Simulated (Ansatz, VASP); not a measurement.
One calculation of Ni, two programs

Contents of INCAR:

```
SYSTEM = Ni
  PREC = Accurate
  ENCUT = 520
  EDIFF = 1E-7
  ISMEAR = -1
  SIGMA = 0.05
  LREAL = .False.
  LASPH = .True.
  NELM = 150
  ALGO = Normal
  ISIF = 2
  LWAVE = .False.
  LCHARG = .True.
  ISPIN = 2
  MAGMOM = 1
  LORBIT = 11
  LMAXMIX = 4
  LELF = .True.
  LVHAR = .True.
  NBANDS = 15
```

File KPOINTS:

```
regular mesh
0
Gamma
  21 21 21
  0 0 0
```

The input POSCAR:

```
Ni
1.0
    0.0000000000      1.5888835819      1.5888835819
    1.5888835819      0.0000000000      1.5888835819
    1.5888835819      1.5888835819      0.0000000000
Ni
1
Direct
    0.0000000000      0.0000000000      0.0000000000
```

Input for Ansatz:

```yaml
crystal:
  lattice:
    - [0.0, 1.5888835819, 1.5888835819]
    - [1.5888835819, 0.0, 1.5888835819]
    - [1.5888835819, 1.5888835819, 0.0]
  atoms:
    - { symbol: Ni, position: [0.0, 0.0, 0.0], spin: 1.0 }
magnetization:
  spin_polarized: true
kpoints:
  mp_grid: { grid: [21, 21, 21] }
scf:
  occupations: { method: fermi_dirac, width: 0.05 }
hamiltonian:
  xc: lda
  pseudopotentials: { kind: paw }
output:
  forces: true
  stress: true
  eigenvalues: true
  populations: true
```

Change from the starting cell: volume scaled by 0.8, PAW files.

Alike in both runs: task single point; functional LDA; k mesh 21 × 21 × 21; occupations fermi-dirac, width 0.05 eV; collinear spin.

|  | VASP | Ansatz |
| --- | --- | --- |
| version | VASP 6.6.1 | Ansatz 0.2.0 |
| potentials or method | VASP PAW LDA potentials, release 64 (Ni) | PAW with Ansatz's default frozen-core files, scalar-relativistic |
| plane-wave cutoff (eV) | 520 | 420 |
| valence electrons in the cell | 10 | 18 |

|  | VASP | Ansatz | Ansatz less VASP |
| --- | --- | --- | --- |
| pressure (GPa) | 96.8 | 97.5 | +0.66 |
| net moment per atom (μB) | 0.54 | 0.55 | +0.009 |
| size of the moment on the site where the two differ most (μB) | 0.53 | 0.57 | +0.041 |

LDA's correlation is that of Perdew and Zunger in VASP and of Perdew and Wang (1992) in Ansatz. Site moments also hang on the region over which each program counts them. Both programs put the cell under a high pressure, so it lies far from rest at this level. VASP's potentials hold 10 valence electrons a cell and Ansatz's 18, so a difference there can come from the potentials and not from the codes.

Noted on VASP's run: the cell as given lies far from equilibrium.
